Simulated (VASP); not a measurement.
# AlNi3 (Fm-3m) in VASP: vibrations by perturbation theory with PBE

Aim: the vibrations by perturbation theory of AlNi3 with PBE.

All numbers are computed with VASP 6.6.1; they aren't measurements. Logs are shortened: lines on timing, memory, paths and dates and some standing lists are left out, and cuts for length are marked.

## Step 1: The cell of the first run

Symmetry: Fm-3m, No. 225, cubic system. Conventional cell: a = 5.680 Å, b = 5.680 Å, c = 5.680 Å, α = 90.00°, β = 90.00°, γ = 90.00°. Al (site symmetry m-3m) has 14 Ni at 2.46 to 2.84 Å within 3.2 Å. Within 3.2 Å of Ni (site symmetry -43m) lie 4 Al at 2.46 Å and 10 Ni at 2.46 to 2.84 Å. Ni (site symmetry m-3m) has 8 Ni at 2.46 Å and 6 Al at 2.84 Å within 3.2 Å.

## Step 2: Vibrations by perturbation theory, PBE

The input, INCAR:

```
  ALGO = Fast
  EDIFF = 1E-8
  ENCUT = 520
  GGA = PE
  IBRION = 8
  ISIF = 2
  ISMEAR = -1
  LASPH = True
  LCHARG = False
  LREAL = False
  LWAVE = False
  NELM = 100
  NSW = 1
  PREC = Accurate
  SIGMA = 0.15
```

The input, KPOINTS:

```
k-points
0
Gamma
  14 14 14
```

The input, POSCAR:

```
AlNi3
1.0
    0.0000000000      2.8398325385      2.8398325385
    2.8398325385      0.0000000000      2.8398325385
    2.8398325385      2.8398325385      0.0000000000
Al Ni
1 3
Direct
    0.5000000000      0.5000000000      0.5000000000
    0.2500000000      0.2500000000      0.2500000000
    0.0000000000      0.0000000000      0.0000000000
    0.7500000000      0.7500000000      0.7500000000
```

Potentials or basis: VASP PAW PBE potentials, release 64 (Al, Ni).

The run is started by

```sh
$ cat potpaw_PBE.64/Al/POTCAR potpaw_PBE.64/Ni/POTCAR > POTCAR
$ mpirun -np 1 vasp_std > vasp.out
```

OUTCAR:

```text
EDIFF = 1E-8
   ENCUT = 520
   GGA = PE
   IBRION = 8
   ISIF = 2
   ISMEAR = -1
   LASPH = True
   LREAL = False
   NELM = 100
   NSW = 1
   PREC = Accurate

 ion  position               nearest neighbor table
   1  0.500  0.500  0.500-   2 2.46   2 2.46   2 2.46   2 2.46   4 2.46   4 2.46   4 2.46   4 2.46
                             3 2.84   3 2.84   3 2.84   3 2.84   3 2.84   3 2.84
   2  0.250  0.250  0.250-   3 2.46   3 2.46   3 2.46   1 2.46   3 2.46   1 2.46   1 2.46   1 2.46
                             4 2.84   4 2.84   4 2.84   4 2.84   4 2.84   4 2.84
   3  0.000  0.000  0.000-   4 2.46   4 2.46   4 2.46   2 2.46   4 2.46   2 2.46   2 2.46   2 2.46
                             1 2.84   1 2.84   1 2.84   1 2.84   1 2.84   1 2.84
   4  0.750  0.750  0.750-   1 2.46   1 2.46   1 2.46   1 2.46   3 2.46   3 2.46   3 2.46   3 2.46
                             2 2.84   2 2.84   2 2.84   2 2.84   2 2.84   2 2.84

  LATTYP: Found a face centered cubic cell.
 ALAT       =     5.6796650770

  Lattice vectors:

 A1 = (   0.0000000000,   2.8398325385,   2.8398325385)
 A2 = (   2.8398325385,   0.0000000000,   2.8398325385)
 A3 = (   2.8398325385,   2.8398325385,   0.0000000000)

Analysis of symmetry for initial positions (statically):
=====================================================================
 Subroutine PRICEL returns:
 Original cell was already a primitive cell.

 Routine SETGRP: Setting up the symmetry group for a
 face centered cubic supercell.

 Subroutine GETGRP returns: Found 48 space group operations
 (whereof 48 operations were pure point group operations)
 out of a pool of 48 trial point group operations.

The static configuration has the point symmetry O_h .

Analysis of symmetry for dynamics (positions and initial velocities):
=====================================================================
 Subroutine PRICEL returns:
 Original cell was already a primitive cell.

 Routine SETGRP: Setting up the symmetry group for a
 face centered cubic supercell.

[... 747 lines left out ...]

  FREE ENERGIE OF THE ION-ELECTRON SYSTEM (eV)
  ---------------------------------------------------
  free  energy   TOTEN  =       -21.8160803653 eV

  energy  without entropy=      -21.5316265851  energy(sigma->0) =      -21.67385348

[... ionic steps 2 to 9 ...]

--------------------------------------- Ionic step       10  -------------------------------------------

 Free energy of the ion-electron system (eV)
  ---------------------------------------------------
  ---------------------------------------------------
  free energy    TOTEN  =        -0.18619315 eV

  energy without entropy =       -0.18619305

------------------------ aborting loop because EDIFF is reached ----------------------------------------

 INTERNAL STRAIN TENSOR  FOR ION    3  DIRECTION 1   (eV/Angst):
 -----------------------------------------------------------------------------
    -0.07236  0.00000 -0.00000
     0.00000  0.04720  0.00000
    -0.00000  0.00000  0.04720

 INTERNAL STRAIN TENSOR FOR ION    4 for displacements in x,y,z  (eV/Angst):
          X           Y           Z          XY          YZ          ZX
  --------------------------------------------------------------------------------
  x     0.00000     0.00000     0.00000     0.00000     1.07306     0.00000
  y    -0.00000     0.00000    -0.00000     0.00000     0.00000     1.07306
  z     0.00000     0.00000     0.00000     1.07306     0.00000     0.00000

 SECOND DERIVATIVES (NOT SYMMETRIZED)
 ------------------------------------
               1X          1Y          1Z          2X          2Y          2Z          3X          3Y          3Z          4X          4Y          4Z
  1X    -8.266218    0.000000    0.000000    3.495764    0.000000    0.000000    1.274691    0.000000    0.000000    3.495764    0.000000    0.000000
  1Y     0.000000   -8.266218    0.000000    0.000000    3.495764    0.000000    0.000000    1.274691    0.000000    0.000000    3.495764    0.000000
  1Z     0.000000    0.000000   -8.266218    0.000000    0.000000    3.495764    0.000000    0.000000    1.274691    0.000000    0.000000    3.495764
  2X     3.496012    0.000000    0.000000   -6.899145    0.000000    0.000000    3.351766    0.000000    0.000000    0.051367    0.000000    0.000000
  2Y     0.000000    3.496012    0.000000    0.000000   -6.899145    0.000000    0.000000    3.351766    0.000000    0.000000    0.051367    0.000000
  2Z     0.000000    0.000000    3.496012    0.000000    0.000000   -6.899145    0.000000    0.000000    3.351766    0.000000    0.000000    0.051367
  3X     1.279996    0.000000    0.000000    3.357760    0.000000    0.000000   -7.995516    0.000000    0.000000    3.357760    0.000000    0.000000
  3Y     0.000000    1.279996    0.000000    0.000000    3.357760    0.000000    0.000000   -7.995516    0.000000    0.000000    3.357760    0.000000
  3Z     0.000000    0.000000    1.279996    0.000000    0.000000    3.357760    0.000000    0.000000   -7.995516    0.000000    0.000000    3.357760
  4X     3.496012    0.000000    0.000000    0.051367    0.000000    0.000000    3.351766    0.000000    0.000000   -6.899145    0.000000    0.000000
  4Y     0.000000    3.496012    0.000000    0.000000    0.051367    0.000000    0.000000    3.351766    0.000000    0.000000   -6.899145    0.000000
  4Z     0.000000    0.000000    3.496012    0.000000    0.000000    0.051367    0.000000    0.000000    3.351766    0.000000    0.000000   -6.899145

 Eigenvectors and eigenvalues of the dynamical matrix
 ----------------------------------------------------

   1 f  =    9.484548 THz    59.593170 2PiTHz  316.370453 cm-1    39.224919 meV
             X         Y         Z           dx          dy          dz
      2.839833  2.839833  2.839833    -0.884043    0.115775   -0.000000
      1.419916  1.419916  1.419916     0.316600   -0.041462   -0.000000
      0.000000  0.000000  0.000000    -0.033717    0.004416    0.000000
      4.259749  4.259749  4.259749     0.316600   -0.041462   -0.000000
[... 71 lines left out ...]
  12 f/i=    0.003407 THz     0.021404 2PiTHz    0.113632 cm-1     0.014089 meV
             X         Y         Z           dx          dy          dz
      2.839833  2.839833  2.839833     0.016407   -0.037371   -0.362404
      1.419916  1.419916  1.419916     0.024193   -0.055107   -0.534397
      0.000000  0.000000  0.000000     0.024168   -0.055049   -0.533835
      4.259749  4.259749  4.259749     0.024193   -0.055107   -0.534397

--------------------------------------------------------------------------------------------------------

 ELASTIC MODULI CONTR FROM IONIC RELAXATION (kBar)
 Direction    XX          YY          ZZ          XY          YZ          ZX
 --------------------------------------------------------------------------------
 XX          -0.0000     -0.0000     -0.0000     -0.0000      0.0000      0.0000
 YY          -0.0000     -0.0000     -0.0000     -0.0000     -0.0000     -0.0000
 ZZ          -0.0000     -0.0000     -0.0000      0.0000     -0.0000      0.0000
 XY          -0.0000     -0.0000      0.0000    -11.5895     -0.0000     -0.0000
 YZ           0.0000     -0.0000     -0.0000     -0.0000    -11.5895     -0.0000
 ZX           0.0000     -0.0000      0.0000     -0.0000     -0.0000    -11.5895
 --------------------------------------------------------------------------------
```

OSZICAR:

```text
N       E                     dE             d eps       ncg     rms          rms(c)
DAV:   1     0.193033875620E+03    0.19303E+03   -0.14831E+04  4168   0.211E+03
[... 73 lines left out ...]
RMM:   8    -0.186197208963E+00    0.35451E-05   -0.12348E-07 11922   0.424E-03    0.890E-04
RMM:   9    -0.186195783633E+00    0.14253E-05   -0.25841E-08 14290   0.196E-03    0.352E-04
RMM:  10    -0.186193914792E+00    0.18688E-05   -0.71272E-09 15008   0.627E-04    0.903E-05
RMM:  11    -0.186193281610E+00    0.63318E-06   -0.30751E-09 15338   0.232E-04    0.314E-05
RMM:  12    -0.186193147682E+00    0.13393E-06   -0.37959E-09 15360   0.107E-04    0.971E-06
RMM:  13    -0.186193161876E+00   -0.14194E-07   -0.39101E-09 16247   0.620E-05    0.278E-06
RMM:  14    -0.186193154773E+00    0.71032E-08   -0.89550E-09 15944   0.472E-05    0.988E-07
 Linear response finished
```

Wall time 19 min (1 thread of Intel Xeon Platinum 8559C (Emerald Rapids), shared host); peak memory 0.81 GiB.

What came out:

```
Highest phonon frequency at Γ : 316 cm⁻¹
```

Phonon frequencies in cm⁻¹ (negative: imaginary):
```csv
q point,frequencies
"(0.000, 0.000, 0.000)",0 0 0 179 179 179 228 228 228 316 316 316
```

Spin polarisation is off, so any magnetic state and its effect on volume and gap are missing.
